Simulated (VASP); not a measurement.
# Si2Mo (I4/mmm) in VASP: a series of runs, part 2 of 2

VASP 6.6.1. Earlier steps stand in the parts before.

## 3. Relaxation of cell and atoms, PBE

This run uses another cell than the first one, of 13.42 Å³/atom, 1.086 times its volume.

INCAR

```
SYSTEM = Si2Mo
PREC = Accurate ; ENCUT = 600
EDIFF = 1E-6 ; ISMEAR = 0
SIGMA = 0.1 ; LREAL = .FALSE.
LASPH = .TRUE. ; NELM = 100
ALGO = Normal ; ISIF = 3
LWAVE = .FALSE. ; LCHARG = .FALSE.
GGA = PE ; IBRION = 2
NSW = 100 ; EDIFFG = -0.005
```

KPOINTS

```
Automatic mesh
0
G
  18 18 18
  0 0 0
```

POSCAR

```
Si2Mo
1.0
   -1.6000000000      1.6000000000      3.9305000000
    1.6000000000     -1.6000000000      3.9305000000
    1.6000000000      1.6000000000     -3.9305000000
Si Mo
2 1
Direct
    0.3330000000      0.3330000000      0.0000000000
    0.6670000000      0.6670000000      0.0000000000
    0.0000000000      0.0000000000      0.0000000000
```

Potentials or basis: VASP PAW PBE potentials, release 64 (Si, Mo_sv).

Started as:

```bash
> cat potpaw_PBE.64/Si/POTCAR potpaw_PBE.64/Mo_sv/POTCAR > POTCAR
> mpirun -np 1 vasp_std > vasp.out
```

Wall time 33 min (1 thread of Intel Xeon Platinum 8175M at 2.50GHz (Skylake/Cascade Lake), shared host); peak memory 0.5 GiB.

The run converged. Its results:

```
Free energy                            : -23.2621 eV
Relaxed volume                         : 13.59 Å³/atom
Relaxed cell                           : a = 4.547 Å, b = 4.547 Å, c = 4.547 Å, α = 138.56°, β = 138.56°, γ = 60.05°
Space group after relaxing (to 0.05 Å) : I4/mmm (No. 139)
Energy gained by relaxing              : 2.9 meV/atom
Ionic steps                            : 7
Pressure after relaxing                : 0.0 GPa
Band gap on the k mesh                 : zero (band 11 reaches 12.52 eV, above the bottom of band 12 at 11.58 eV)
```

Step by step:
| step | energy change (eV) | largest force (eV/Å) | pressure (GPa) | volume (Å³) |
| --- | --- | --- | --- | --- |
| 1 | 0.0000 | 0.2794 | 2.37 | 40.25 |
| 2 | -0.0017 | 0.0867 | -3.22 | 41.41 |
| 3 | -0.0067 | 0.1735 | -0.71 | 40.87 |
| 4 | -0.0085 | 0.0156 | 0.16 | 40.74 |
| 5 | -0.0086 | 0.0143 | 0.02 | 40.76 |
| 6 | -0.0086 | 0.0039 | 0.00 | 40.76 |
| 7 | -0.0086 | 0.0003 | 0.00 | 40.76 |

Final structure:
```yaml
crystal:
  lattice:
    - [-1.60879, 1.60879, 3.93704]
    - [1.60879, -1.60879, 3.93704]
    - [1.60879, 1.60879, -3.93704]
  atoms:
    - { symbol: Si, position: [0.33508, 0.33508, 0.00000] }
    - { symbol: Si, position: [0.66492, 0.66492, 0.00000] }
    - { symbol: Mo, position: [0.00000, 0.00000, 0.00000] }
```

Levels at points of the mesh, in eV from the Fermi level:
| k point | band 9 | band 10 | band 11 | band 12 | band 13 | band 14 |
| --- | --- | --- | --- | --- | --- | --- |
| (0.00, 0.00, 0.00) | -2.58 | -2.58 | 0.36 | 3.07 | 3.25 | 3.47 |
| (0.50, 0.00, 0.00) | -2.54 | -2.52 | -0.49 | 2.21 | 3.07 | 3.96 |
| (0.50, 0.50, 0.00) | -4.38 | -2.99 | -1.21 | 2.26 | 2.67 | 3.10 |
| (0.50, 0.50, 0.50) | -0.56 | -0.56 | -0.48 | -0.48 | 0.49 | 4.69 |

## 4. Single point, PBE (volume scaled by 0.94, then relaxed in part)

INCAR

```
SYSTEM = Si2Mo
ALGO = Normal ; EDIFF = 1E-6
ENCUT = 520 ; GGA = PE
ISIF = 2 ; ISMEAR = 0
LASPH = .TRUE. ; LCHARG = .TRUE.
LELF = .TRUE. ; LREAL = .FALSE.
LVHAR = .TRUE. ; LWAVE = .FALSE.
NBANDS = 18 ; NELM = 100
PREC = Accurate ; SIGMA = 0.1
```

KPOINTS

```
k-points
0
G
  18 18 18
  0 0 0
```

POSCAR

```
Si2Mo
1.0
   -1.5731916934      1.5731916934      3.8679142118
    1.5731916934     -1.5731916934      3.8679142118
    1.5731916934      1.5731916934     -3.8679142118
Si Mo
2 1
Direct
    0.3342304931      0.3342304931      0.0000000000
    0.6657695069      0.6657695069      0.0000000000
    0.0000000000      0.0000000000      0.0000000000
```

Started as:

```bash
> cat potpaw_PBE.64/Si/POTCAR potpaw_PBE.64/Mo_sv/POTCAR > POTCAR
> mpirun -np 1 vasp_std > vasp.out
```

It took 15 min on 1 thread of AMD EPYC 7R43 (Zen 3), shared host; peak memory 0.39 GiB.

It converged, with:

* Free energy: -23.1545 eV
* Pressure: 14.7 GPa
* Largest force: 0.011 eV/Å
* Band gap on the k mesh: zero (band 11 reaches 13.55 eV, above the bottom of band 12 at 12.55 eV)

Forces in eV/Å, atoms in the order of the input:
```
Si   0.000  0.000 -0.011
Si   0.000  0.000  0.011
Mo   0.000  0.000  0.000
```

Stress tensor (GPa, compression positive):
```
14.73  0.00  0.00
 0.00 14.73  0.00
 0.00  0.00 14.63
```

Levels at points of the mesh, in eV from the Fermi level:
```csv
k point,band 9,band 10,band 11,band 12,band 13,band 14
"(0.00, 0.00, 0.00)",-2.76,-2.76,0.42,2.98,3.45,3.73
"(0.50, 0.00, 0.00)",-2.77,-2.69,-0.57,2.45,3.18,4.32
"(0.50, 0.50, 0.00)",-4.65,-3.28,-1.18,2.51,2.95,3.26
"(0.50, 0.50, 0.50)",-0.63,-0.63,-0.47,-0.47,0.57,4.85
```

Caveat: the cell differs from its parent crystal (volume scaled by 0.94, then relaxed in part).

## 5. Relaxation of shape and atoms at fixed volume, PBE (volume scaled by 0.94)

INCAR

```
  PREC = Accurate
  ENCUT = 600
  EDIFF = 1E-6
  ISMEAR = 0
  SIGMA = 0.1
  LREAL = F
  LASPH = T
  NELM = 100
  ALGO = Normal
  ISIF = 4
  LWAVE = F
  LCHARG = F
  GGA = PE
  IBRION = 2
  NSW = 50
  EDIFFG = -0.01
```

KPOINTS

```
regular mesh
0
Gamma
  18 18 18
```

POSCAR

```
Si2Mo
1.0
   -1.5743876496      1.5743876496      3.8620400560
    1.5743876496     -1.5743876496      3.8620400560
    1.5743876496      1.5743876496     -3.8620400560
Si Mo
2 1
Direct
    0.3346757266      0.3346757266      0.0000000000
    0.6653242734      0.6653242734      0.0000000000
    0.0000000000      0.0000000000      0.0000000000
```

Started as:

```bash
> cat potpaw_PBE.64/Si/POTCAR potpaw_PBE.64/Mo_sv/POTCAR > POTCAR
> mpirun -np 1 vasp_std > vasp.out
```

Run time: 24 min. Hardware: 1 thread of AMD EPYC 7R43 (Zen 3), shared host; peak memory 0.42 GiB.

Results (log left out):

| Quantity | Value |
| --- | --- |
| Free energy | -23.1547 eV |
| Energy gained by relaxing | 0.2 meV/atom |
| Ionic steps | 4 |
| Pressure after relaxing | 14.6 GPa |
| Largest force after relaxing | 0.005 eV/Å |
| Band gap on the k mesh | zero (band 11 reaches 13.55 eV, above the bottom of band 12 at 12.55 eV) |

Forces on the atoms (eV/Å):
```
Si   0.000  0.000  0.005
Si   0.000  0.000 -0.005
Mo   0.000  0.000  0.000
```

Step by step:
| step | energy change (eV) | largest force (eV/Å) | pressure (GPa) | volume (Å³) |
| --- | --- | --- | --- | --- |
| 1 | 0.0000 | 0.0870 | 14.77 | 38.29 |
| 2 | -0.0004 | 0.0050 | 14.61 | 38.29 |
| 3 | -0.0005 | 0.0167 | 14.65 | 38.29 |
| 4 | -0.0005 | 0.0051 | 14.65 | 38.29 |

Final structure:
```
Si Mo
1.0
    -1.57340    1.57340    3.86688
     1.57340   -1.57340    3.86688
     1.57340    1.57340   -3.86688
Si Mo
2 1
Direct
  0.33413 0.33413 0.00000
  0.66587 0.66587 0.00000
  0.00000 0.00000 0.00000
```

Levels at points of the mesh, in eV from the Fermi level:
```csv
k point,band 9,band 10,band 11,band 12,band 13,band 14
"(0.00, 0.00, 0.00)",-2.77,-2.77,0.42,2.98,3.45,3.73
"(0.50, 0.00, 0.00)",-2.77,-2.69,-0.57,2.45,3.17,4.33
"(0.50, 0.50, 0.00)",-4.65,-3.28,-1.17,2.51,2.95,3.26
"(0.50, 0.50, 0.50)",-0.62,-0.62,-0.48,-0.48,0.57,4.86
```

Caveat: the cell differs from its parent crystal (volume scaled by 0.94).

## 6. Relaxation of shape and atoms at fixed volume, PBE (volume scaled by 0.97)

INCAR

```
PREC = Accurate
ENCUT = 600
EDIFF = 1E-7
ISMEAR = 0
SIGMA = 0.1
LREAL = False
LASPH = True
NELM = 100
ALGO = Normal
ISIF = 4
LWAVE = False
LCHARG = False
GGA = PE
IBRION = 2
NSW = 50
EDIFFG = -0.01
```

KPOINTS

```
Automatic mesh
0
Gamma
  18 18 18
```

POSCAR

```
Si2Mo
1.0
   -1.5921758729      1.5921758729      3.8967444535
    1.5921758729     -1.5921758729      3.8967444535
    1.5921758729      1.5921758729     -3.8967444535
Si Mo
2 1
Direct
    0.3350991260      0.3350991260      0.0000000000
    0.6649008740      0.6649008740      0.0000000000
    0.0000000000      0.0000000000      0.0000000000
```

Potentials or basis: VASP PAW PBE potentials, release 64 (Si, Mo_sv).

Started as:

```bash
> cat potpaw_PBE.64/Si/POTCAR potpaw_PBE.64/Mo_sv/POTCAR > POTCAR
> mpirun -np 1 vasp_std > vasp.out
```

Wall time 5.9 min (1 thread of Intel Xeon 6975P-C (Granite Rapids), shared host); peak memory 0.49 GiB.

Results (log left out):

```
Free energy                  : -23.2362 eV
Energy gained by relaxing    : 0.1 meV/atom
Ionic steps                  : 4
Pressure after relaxing      : 6.8 GPa
Largest force after relaxing : 0.003 eV/Å
Band gap on the k mesh       : zero (band 11 reaches 13.03 eV, above the bottom of band 12 at 12.05 eV)
```

Forces on the atoms (eV/Å):
```
Si   0.000  0.000  0.003
Si   0.000  0.000 -0.003
Mo   0.000  0.000  0.000
```

The path:
```csv
step,energy change (eV),largest force (eV/Å),pressure (GPa),volume (Å³)
1,0.0000,0.0788,6.91,39.51
2,-0.0004,0.0000,6.77,39.51
3,-0.0004,0.0178,6.80,39.51
4,-0.0004,0.0032,6.79,39.51
```

Final structure:
```
Si Mo
1.0
    -1.59115    1.59115    3.90175
     1.59115   -1.59115    3.90175
     1.59115    1.59115   -3.90175
Si Mo
2 1
Direct
  0.33459 0.33459 0.00000
  0.66541 0.66541 0.00000
  0.00000 0.00000 0.00000
```

Levels at points of the mesh, in eV from the Fermi level:
```tsv
k point	band 7	band 8	band 9	band 10	band 11	band 12	band 13	band 14	band 15
(0.00, 0.00, 0.00)	-3.40	-3.13	-2.68	-2.68	0.39	3.11	3.25	3.60	3.60
(0.50, 0.00, 0.00)	-5.02	-4.54	-2.64	-2.62	-0.53	2.33	3.12	4.20	4.26
(0.50, 0.50, 0.00)	-5.73	-5.21	-4.52	-3.13	-1.19	2.38	2.81	3.18	3.37
(0.50, 0.50, 0.50)	-3.62	-2.26	-0.59	-0.59	-0.48	-0.48	0.53	4.77	5.35
```

Caveat: the cell differs from its parent crystal (volume scaled by 0.97).

## 7. Summary

| task | cell | cutoff (eV) | gap on the mesh (eV) | pressure (GPa) | largest force (eV/Å) |
| --- | --- | --- | --- | --- | --- |
| relaxation of shape and atoms at fixed volume | relaxed from a = 4.414 Å, angles 138.7, 138.7, 59.8°, 3 atoms | 600 | none | 23.9 | 0.01 |
| relaxation of cell and atoms | relaxed from a = 4.535 Å, angles 138.7, 138.7, 59.9°, 3 atoms | 600 | none | 0.0 | - |
| single point | a = 4.462 Å, angles 138.7, 138.7, 59.8°, 3 atoms | 520 | none | 14.7 | 0.01 |
| relaxation of shape and atoms at fixed volume | relaxed from a = 4.458 Å, angles 138.6, 138.6, 59.9°, 3 atoms | 600 | none | 14.6 | 0.01 |
| relaxation of shape and atoms at fixed volume | relaxed from a = 4.501 Å, angles 138.6, 138.6, 60.0°, 3 atoms | 600 | none | 6.8 | - |

Alike in all rows: level PBE; potentials or basis VASP PAW PBE potentials, release 64 (Si, Mo_sv); no spin polarisation; k mesh 18 × 18 × 18; smearing gaussian 0.1 eV.

Total energies depend on the potentials used, so only differences within one code and one set of settings carry meaning.
